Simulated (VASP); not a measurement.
# KF (Pm-3m) in VASP: notebook

KF is run at these levels: PBE; tasks: single point.

Everything below comes from runs of VASP 6.6.1. Logs are shortened: lines on timing, memory, paths and dates and some standing lists are left out, and cuts for length are marked.

### Step 1. The cell of the first run

It takes space group Pm-3m (No. 221, cubic). Conventional cell: a = 3.231 Å, b = 3.231 Å, c = 3.231 Å, α = 90.00°, β = 90.00°, γ = 90.00°. Within 3.7 Å of K (site symmetry m-3m) lie 8 F at 2.80 Å and 6 K at 3.23 Å. Within 3.7 Å of F (site symmetry m-3m) lie 8 K at 2.80 Å and 6 F at 3.23 Å.

### Step 2. Single point, PBE (volume changed by +5%)

Input file INCAR:

```
SYSTEM = KF
PREC = Accurate
ENCUT = 520
EDIFF = 1E-6
ISMEAR = 0
SIGMA = 0.01
LREAL = .FALSE.
LASPH = .TRUE.
NELM = 60
ALGO = Normal
ISIF = 2
LWAVE = .FALSE.
LCHARG = .TRUE.
GGA = PE
LELF = .TRUE.
LVHAR = .TRUE.
NBANDS = 15
```

Input file KPOINTS:

```
regular mesh
0
G
  4 4 4
  0 0 0
```

Input file POSCAR:

```
KF
1.0
    3.2309925619      0.0000000000      0.0000000000
    0.0000000000      3.2309925619      0.0000000000
    0.0000000000      0.0000000000      3.2309925619
K F
1 1
Direct
    0.0000000000      0.0000000000      0.0000000000
    0.5000000000      0.5000000000      0.5000000000
```

Potentials or basis: VASP PAW PBE potentials, release 64 (K_sv, F).

Command:

```bash
> cat potpaw_PBE.64/K_sv/POTCAR potpaw_PBE.64/F/POTCAR > POTCAR
> mpirun -np 1 vasp_std > vasp.out
```

OUTCAR:

```text
SYSTEM = KF
   PREC = Accurate
   ENCUT = 520
   EDIFF = 1E-6
   ISMEAR = 0
   LREAL = .FALSE.
   LASPH = .TRUE.
   NELM = 60
   ISIF = 2
   GGA = PE

 ion  position               nearest neighbor table
   1  0.000  0.000  0.000-   2 2.80   2 2.80   2 2.80   2 2.80   2 2.80   2 2.80   2 2.80   2 2.80

   2  0.500  0.500  0.500-   1 2.80   1 2.80   1 2.80   1 2.80   1 2.80   1 2.80   1 2.80   1 2.80

  LATTYP: Found a simple cubic cell.
 ALAT       =     3.2309925619

  Lattice vectors:

 A1 = (   3.2309925619,   0.0000000000,   0.0000000000)
 A2 = (   0.0000000000,   3.2309925619,   0.0000000000)
 A3 = (   0.0000000000,   0.0000000000,   3.2309925619)

Analysis of symmetry for initial positions (statically):
=====================================================================
 Subroutine PRICEL returns:
 Original cell was already a primitive cell.

 Routine SETGRP: Setting up the symmetry group for a
 simple cubic supercell.

 Subroutine GETGRP returns: Found 48 space group operations
[... 9 lines left out ...]

 Routine SETGRP: Setting up the symmetry group for a
 simple cubic supercell.

 Subroutine GETGRP returns: Found 48 space group operations
[... 11 lines left out ...]
                                     Primitive cell

  volume of cell :      33.7293

  direct lattice vectors                    reciprocal lattice vectors
     3.230992562  0.000000000  0.000000000     0.309502415  0.000000000  0.000000000
     0.000000000  3.230992562  0.000000000     0.000000000  0.309502415  0.000000000
     0.000000000  0.000000000  3.230992562     0.000000000  0.000000000  0.309502415

  length of vectors
     3.230992562  3.230992562  3.230992562     0.309502415  0.309502415  0.309502415

  position of ions in fractional coordinates (direct lattice)
     0.000000000  0.000000000  0.000000000
     0.500000000  0.500000000  0.500000000

  ion indices of the primitive-cell ions
   primitive index   ion index
                 1           1
                 2           2

----------------------------------------------------------------------------------------

 KPOINTS: regular mesh

Automatic generation of k-mesh.
 Grid dimensions read from file:
 generate k-points for:    4    4    4

 Generating k-lattice:

  Cartesian coordinates                     Fractional coordinates (reciprocal lattice)
     0.077375604  0.000000000  0.000000000     0.250000000  0.000000000  0.000000000
     0.000000000  0.077375604  0.000000000     0.000000000  0.250000000  0.000000000
     0.000000000  0.000000000  0.077375604     0.000000000  0.000000000  0.250000000

  Length of vectors
     0.077375604  0.077375604  0.077375604

  Shift w.r.t. Gamma in fractional coordinates (k-lattice)
     0.000000000  0.000000000  0.000000000

 Subroutine IBZKPT returns following result:
 ===========================================

 Found     10 irreducible k-points:

 Following reciprocal coordinates:
            Coordinates               Weight
  0.000000  0.000000  0.000000      1.000000
  0.250000  0.000000  0.000000      6.000000
  0.500000  0.000000  0.000000      3.000000
  0.250000  0.250000  0.000000     12.000000
  0.500000  0.250000  0.000000     12.000000
  0.500000  0.500000  0.000000      3.000000
  0.250000  0.250000  0.250000      8.000000
  0.500000  0.250000  0.250000     12.000000
  0.500000  0.500000  0.250000      6.000000
  0.500000  0.500000  0.500000      1.000000
   k-points           NKPTS =     10   k-points in BZ     NKDIM =     10   number of bands    NBANDS=     15
   number of dos      NEDOS =    301   number of ions     NIONS =      2
   total plane-waves  NPLWV =  13824
   dimension x,y,z NGX =    24 NGY =   24 NGZ =   24
   dimension x,y,z NGXF=    48 NGYF=   48 NGZF=   48
   ions per type =               1   1
   NGX,Y,Z   is equivalent  to a cutoff of  12.35, 12.35, 12.35 a.u.
   NGXF,Y,Z  is equivalent  to a cutoff of  24.70, 24.70, 24.70 a.u.
 SYSTEM =  KF
   PREC   = accura    normal or accurate (medium, high low for compatibility)
   ISTART =      0    job   : 0-new  1-cont  2-samecut
   ICHARG =      2    charge: 1-file 2-atom 10-const
   ISPIN  =      1    spin polarized calculation?
   LNONCOLLINEAR =      F non collinear calculations
   LSORBIT =      F    spin-orbit coupling
   LASPH  =      T    aspherical Exc in radial PAW
   ENCUT  =  520.0 eV  38.22 Ry    6.18 a.u.   6.01  6.01  6.01*2*pi/ulx,y,z
   NELM   =     60;   NELMIN=  2; NELMDL= -5     # of ELM steps
   EDIFF  = 0.1E-05   stopping-criterion for ELM
   LREAL  =      F    real-space projection
   EDIFFG = 0.1E-04   stopping-criterion for IOM
   NSW    =      0    number of steps for IOM
   IBRION =     -1    ionic relax: 0-MD 1-quasi-New 2-CG
   NFREE  =      0    steps in history (QN), initial steepest desc. (CG)
   ISIF   =      2    stress and relaxation
   ISYM   =      2    0-nonsym 1-usesym 2-fastsym
   POTIM  = 0.5000    time-step for ionic-motion
   TEBEG  =    0.0;   TEEND  =   0.0 temperature during run
   PSTRESS=    0.0 pullay stress
   NELECT =      16.0000    total number of electrons
   NUPDOWN=      -1.0000    fix difference up-down
   EMIN   =  10.00;   EMAX   =-10.00  energy-range for DOS
   EFERMI =   0.00;   METHOD = LEGACY
   ISMEAR =     0;   SIGMA  =   0.01  broadening in eV -4-tet -1-fermi 0-gaus
   EFERMI_NEDOS =   21; number of points for ismear=-14 and -15
   IALGO  =     38    algorithm
   IMIX   =      4    mixing-type and parameters
     AMIX     =   0.40;   BMIX     =  1.00
     AMIX_MAG =   1.60;   BMIX_MAG =  1.00
  volume/ion in A,a.u.               =      16.86       113.81
  Fermi-wavevector in a.u.,A,eV,Ry     =   1.276769  2.412743 22.179375  1.630138
  Thomas-Fermi vector in A             =   2.409406
   LORBIT       =      0    0 simple, 1 ext, 2 COOP (PROOUT), +10 PAW based schemes
   GGA     = PE    functional components
   LHFCALC =     F    Hartree Fock is set to
   AEXX    =    0.0000 exact exchange contribution
   IVDW    =     0    specifies the selected vdW correction
   LEPSILON=     F    determine dielectric tensor
   LRPA    =     F    only Hartree local field effects (RPA)
 non-spin polarized calculation
 Gauss-broadening in eV      SIGMA  =   0.01
  energy-cutoff  :      520.00
  volume of cell :       33.73
 maximum number of plane-waves:       925
   NGX = 13   NGY = 13   NGZ = 13

 number of electron      15.9999988 magnetization

 Free energy of the ion-electron system (eV)
  ---------------------------------------------------
  ext. energy  EPLUGINS =         0.00000000
  ---------------------------------------------------
  free energy    TOTEN  =        -8.08943140 eV

  energy without entropy =       -8.08943140  energy(sigma->0) =       -8.08943140

 E-fermi :  -1.8739     XC(G=0):  -9.1500

 val. band max:       -1.9544812396   @ k =   0.5000   0.5000   0.0000
 cond. band min:       4.4817030414   @ k =   0.0000   0.0000   0.0000
 fundamental gap:      6.4361842810
 Fermi energy:        -1.8739119323

 k-point     1 :       0.0000    0.0000    0.0000
  band No.  band energies     occupation
      1     -28.9172      2.00000
      2     -20.8770      2.00000
      3     -11.9166      2.00000
      4     -11.9166      2.00000
      5     -11.9166      2.00000
      6      -2.0024      2.00000
      7      -2.0024      2.00000
      8      -2.0024      2.00000
      9       4.4817      0.00000
     10       6.3659      0.00000
     11       6.3659      0.00000
     12      12.0222      0.00000
     13      12.0222      0.00000
     14      12.0222      0.00000
     15      19.3313      0.00000

 k-point     2 :       0.2500    0.0000    0.0000
  band No.  band energies     occupation
      1     -28.8488      2.00000
      2     -20.8939      2.00000
      3     -12.2876      2.00000
      4     -11.8575      2.00000
      5     -11.8575      2.00000
      6      -2.6629      2.00000
      7      -2.0616      2.00000
      8      -2.0616      2.00000
      9       5.9342      0.00000
     10       6.8144      0.00000
     11       7.6734      0.00000
     12      11.2080      0.00000
     13      11.2080      0.00000
     14      12.1927      0.00000
     15      16.5772      0.00000

 k-point     3 :       0.5000    0.0000    0.0000
  band No.  band energies     occupation
      1     -28.7787      2.00000
      2     -20.9147      2.00000
      3     -12.6263      2.00000
      4     -11.7972      2.00000
      5     -11.7972      2.00000
      6      -3.2098      2.00000
      7      -2.1248      2.00000
      8      -2.1248      2.00000
      9       7.3810      0.00000
     10       7.5693      0.00000
     11       9.1653      0.00000
     12      10.5872      0.00000
     13      10.5872      0.00000
     14      12.3747      0.00000
     15      14.9698      0.00000

 k-point     4 :       0.2500    0.2500    0.0000
  band No.  band energies     occupation
      1     -28.7865      2.00000
      2     -20.8713      2.00000
      3     -12.3423      2.00000
      4     -12.2319      2.00000
      5     -11.8066      2.00000
      6      -2.6626      2.00000
      7      -2.3297      2.00000
      8      -2.0501      2.00000
      9       6.6478      0.00000
     10       7.5123      0.00000
     11       8.5742      0.00000
     12      10.2962      0.00000
     13      10.9032      0.00000
     14      11.2949      0.00000
     15      16.6409      0.00000
[... 55 lines left out ...]
 k-point     8 :       0.5000    0.2500    0.2500
  band No.  band energies     occupation
      1     -28.6685      2.00000
      2     -20.7986      2.00000
      3     -12.6562      2.00000
      4     -12.2496      2.00000
      5     -12.1741      2.00000
      6      -2.8225      2.00000
      7      -2.5882      2.00000
      8      -2.2965      2.00000
      9       7.8601      0.00000
     10       9.1324      0.00000
     11       9.1549      0.00000
     12       9.2697      0.00000
     13       9.9013      0.00000
     14      12.6838      0.00000
     15      14.8180      0.00000

 k-point     9 :       0.5000    0.5000    0.2500
  band No.  band energies     occupation
      1     -28.6134      2.00000
      2     -20.7448      2.00000
      3     -12.6342      2.00000
      4     -12.6342      2.00000
      5     -12.1324      2.00000
      6      -2.7991      2.00000
      7      -2.7991      2.00000
      8      -2.5320      2.00000
      9       7.5898      0.00000
     10       9.1319      0.00000
     11       9.1361      0.00000
     12       9.1361      0.00000
     13      13.2425      0.00000
     14      13.2425      0.00000
     15      13.6789      0.00000

 k-point    10 :       0.5000    0.5000    0.5000
  band No.  band energies     occupation
      1     -28.5603      2.00000
      2     -20.7030      2.00000
      3     -12.5253      2.00000
      4     -12.5253      2.00000
      5     -12.5253      2.00000
      6      -3.0307      2.00000
      7      -3.0307      2.00000
      8      -3.0307      2.00000
      9       8.5933      0.00000
     10       8.5933      0.00000
     11       8.5933      0.00000
     12      13.5397      0.00000
     13      13.5397      0.00000
     14      13.5397      0.00000
     15      13.7600      0.00000

------------------------ aborting loop because EDIFF is reached ----------------------------------------

  FORCE on cell =-STRESS in cart. coord.  units (eV):
  Direction    XX          YY          ZZ          XY          YZ          ZX
  --------------------------------------------------------------------------------------
  -------------------------------------------------------------------------------------
  Total        0.1953767      0.1953767      0.1953767     -0.0000000      0.0000000      0.0000000
  in kB        9.2805855      9.2805855      9.2805855     -0.0000000      0.0000000      0.0000000
  external PRESSURE =       9.2805855 kB  Pullay stress =       0.0000000 kB

 VOLUME and BASIS-vectors are now :
 -----------------------------------------------------------------------------
  energy-cutoff  :      520.00
  volume of cell :       33.73
      direct lattice vectors                 reciprocal lattice vectors
     3.230992562  0.000000000  0.000000000     0.309502415  0.000000000  0.000000000
     0.000000000  3.230992562  0.000000000     0.000000000  0.309502415  0.000000000
     0.000000000  0.000000000  3.230992562     0.000000000  0.000000000  0.309502415

 POSITION                                       TOTAL-FORCE (eV/Angst)
 -----------------------------------------------------------------------------------
      0.00000      0.00000      0.00000         0.000000      0.000000      0.000000
      1.61550      1.61550      1.61550         0.000000      0.000000      0.000000
 -----------------------------------------------------------------------------------
    total drift:                                0.000000      0.000000     -0.000000

  FREE ENERGIE OF THE ION-ELECTRON SYSTEM (eV)
  ---------------------------------------------------
  free  energy   TOTEN  =        -8.0894314029 eV

  energy  without entropy=       -8.0894314029  energy(sigma->0) =       -8.08943140
```

Run time: 2.9 s. Hardware: 1 thread of Intel Xeon 6975P-C (Granite Rapids), shared host; peak memory 0.13 GiB.

Results:

```
Free energy            : -8.0894 eV
Pressure               : 0.9 GPa
Band gap on the k mesh : 6.44 eV, indirect (least direct gap 6.48 eV)
```

Caveat: the k points lie up to 0.49 Å⁻¹ apart.

### Step 3. Single point, PBE (volume changed by +10%)

Input file INCAR:

```
PREC = Accurate
ENCUT = 520
EDIFF = 1E-7
ISMEAR = 0
SIGMA = 0.01
LREAL = False
LASPH = True
NELM = 100
ALGO = Normal
ISIF = 2
LWAVE = False
LCHARG = False
GGA = PE
NBANDS = 15
```

Input file KPOINTS:

```
regular mesh
0
Gamma
  4 4 4
```

Input file POSCAR:

```
KF
1.0
    3.2814849763      0.0000000000      0.0000000000
    0.0000000000      3.2814849763      0.0000000000
    0.0000000000      0.0000000000      3.2814849763
K F
1 1
Direct
    0.0000000000      0.0000000000      0.0000000000
    0.5000000000      0.5000000000      0.5000000000
```

Potentials or basis: VASP PAW PBE potentials, release 64 (K_sv, F).

Command:

```bash
> cat potpaw_PBE.64/K_sv/POTCAR potpaw_PBE.64/F/POTCAR > POTCAR
> mpirun -np 1 vasp_std > vasp.out
```

OUTCAR:

```text
PREC = Accurate
   ENCUT = 520
   EDIFF = 1E-7
   ISMEAR = 0
   LREAL = False
   LASPH = True
   NELM = 100
   ISIF = 2
   GGA = PE

 ion  position               nearest neighbor table
   1  0.000  0.000  0.000-   2 2.84   2 2.84   2 2.84   2 2.84   2 2.84   2 2.84   2 2.84   2 2.84

   2  0.500  0.500  0.500-   1 2.84   1 2.84   1 2.84   1 2.84   1 2.84   1 2.84   1 2.84   1 2.84

  LATTYP: Found a simple cubic cell.
 ALAT       =     3.2814849763

  Lattice vectors:

[... 350 lines left out ...]
------------------------ aborting loop because EDIFF is reached ----------------------------------------

  FORCE on cell =-STRESS in cart. coord.  units (eV):
  Direction    XX          YY          ZZ          XY          YZ          ZX
  --------------------------------------------------------------------------------------
  -------------------------------------------------------------------------------------
  Total       -0.1443031     -0.1443031     -0.1443031      0.0000000      0.0000000      0.0000000
  in kB       -6.5429696     -6.5429696     -6.5429696      0.0000000      0.0000000      0.0000000
  external PRESSURE =      -6.5429696 kB  Pullay stress =       0.0000000 kB

 VOLUME and BASIS-vectors are now :
 -----------------------------------------------------------------------------
  energy-cutoff  :      520.00
  volume of cell :       35.34
      direct lattice vectors                 reciprocal lattice vectors
     3.281484976  0.000000000  0.000000000     0.304740082  0.000000000  0.000000000
     0.000000000  3.281484976  0.000000000     0.000000000  0.304740082  0.000000000
     0.000000000  0.000000000  3.281484976     0.000000000  0.000000000  0.304740082

 POSITION                                       TOTAL-FORCE (eV/Angst)
 -----------------------------------------------------------------------------------
      0.00000      0.00000      0.00000         0.000000      0.000000      0.000000
      1.64074      1.64074      1.64074         0.000000      0.000000      0.000000
 -----------------------------------------------------------------------------------
    total drift:                                0.000000      0.000000     -0.000000

  FREE ENERGIE OF THE ION-ELECTRON SYSTEM (eV)
  ---------------------------------------------------
  free  energy   TOTEN  =        -8.0929513242 eV

  energy  without entropy=       -8.0929513242  energy(sigma->0) =       -8.09295132
```

OSZICAR:

```text
N       E                     dE             d eps       ncg     rms          rms(c)
DAV:   1     0.104117620399E+03    0.10412E+03   -0.83426E+03   300   0.106E+03
DAV:   2    -0.511997595266E+01   -0.10924E+03   -0.10232E+03   398   0.282E+02
DAV:   3    -0.919341339719E+01   -0.40734E+01   -0.40606E+01   349   0.485E+01
DAV:   4    -0.932290127630E+01   -0.12949E+00   -0.12946E+00   450   0.775E+00
DAV:   5    -0.932357283425E+01   -0.67156E-03   -0.67156E-03   363   0.662E-01    0.595E+00
DAV:   6    -0.816609000904E+01    0.11575E+01   -0.28354E+00   307   0.133E+01    0.367E+00
DAV:   7    -0.811831573166E+01    0.47774E-01   -0.64201E-02   385   0.221E+00    0.194E+00
DAV:   8    -0.809196680912E+01    0.26349E-01   -0.43349E-02   328   0.215E+00    0.264E-01
DAV:   9    -0.809270663784E+01   -0.73983E-03   -0.27118E-03   388   0.506E-01    0.114E-01
DAV:  10    -0.809292085991E+01   -0.21422E-03   -0.35127E-04   345   0.185E-01    0.826E-02
DAV:  11    -0.809295471638E+01   -0.33856E-04   -0.49702E-05   350   0.766E-02    0.179E-02
DAV:  12    -0.809295162237E+01    0.30940E-05   -0.82732E-06   401   0.351E-02    0.327E-03
DAV:  13    -0.809295146388E+01    0.15849E-06   -0.71385E-07   378   0.801E-03    0.866E-04
DAV:  14    -0.809295131400E+01    0.14988E-06   -0.26401E-08   241   0.165E-03    0.598E-04
DAV:  15    -0.809295132417E+01   -0.10172E-07   -0.14130E-09   199   0.410E-04
   1 F= -.80929513E+01 E0= -.80929513E+01  d E =-.208868E-76
```

stdout:

```text
POSCAR found type information on POSCAR K F
 POSCAR found :  2 types and       2 ions
 scaLAPACK will be used
 LDA part: xc-table for (Slater+PW92), standard interpolation
 POSCAR, INCAR and KPOINTS ok, starting setup
 FFT: planning ... GRIDC
 FFT: planning ... GRID_SOFT
 FFT: planning ... GRID
 WAVECAR not read
 entering main loop
```

It took 2.8 s on 1 thread of Intel Xeon 6975P-C (Granite Rapids), shared host; peak memory 0.13 GiB.

What came out:

| Property | Result |
| --- | --- |
| Free energy | -8.0930 eV |
| Pressure | -0.7 GPa |
| Band gap on the k mesh | 6.12 eV, indirect (least direct gap 6.17 eV) |

Levels at points of the mesh, in eV from the valence-band top:
```
           k point  band 5  band 6  band 7  band 8  band 9  band 10  band 11  band 12
(0.00, 0.00, 0.00)  -10.13   -0.06   -0.06   -0.06    6.12     8.26     8.26    13.69
(0.50, 0.00, 0.00)  -10.02   -1.19   -0.16   -0.16    9.22     9.23    10.67    12.29
(0.50, 0.50, 0.00)   -9.95   -0.61   -0.61    0.00    8.41     8.90    11.77    11.77
(0.50, 0.50, 0.50)  -10.67   -0.99   -0.99   -0.99   10.33    10.33    10.33    14.97
```

Caveat: the k points lie up to 0.48 Å⁻¹ apart. A k mesh can miss the band edges.
